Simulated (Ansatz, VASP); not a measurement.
**Two plane-wave programs on LaH**

```
La H
1.0
    -1.86568    1.86568    2.62702
     1.86568   -1.86568    2.62702
     1.86568    1.86568   -2.62702
La H
1 1
Direct
  0.50000 0.50000 0.00000
  0.00000 0.00000 0.00000
```

Alike in both runs: functional PBE; k mesh 7 × 7 × 7; occupations gaussian, width 0.2 eV; no spin polarisation.

Ansatz relaxed the structure, and its values are those at the end. VASP's run is a single point on that final structure, the one shown.

|  | VASP | Ansatz |
| --- | --- | --- |
| version | VASP 6.6.1 | Ansatz 0.2.0 |
| potentials or method | VASP PAW PBE potentials, release 64 (La, H), cutoff 500 eV | scalar-relativistic, plane waves, PAW |
| valence electrons in the cell | 12 | 12 |

```csv
,VASP,Ansatz,Ansatz less VASP
gap on the k mesh at the Fermi level (eV),none,none,-
pressure (GPa),0.0,0.0,+0.09
```

A gap of «none» marks a metal or a gap that the smearing closes. The functional is the same, so the differences come from potentials, cutoffs and numerics.

Spin-orbit coupling is off throughout.
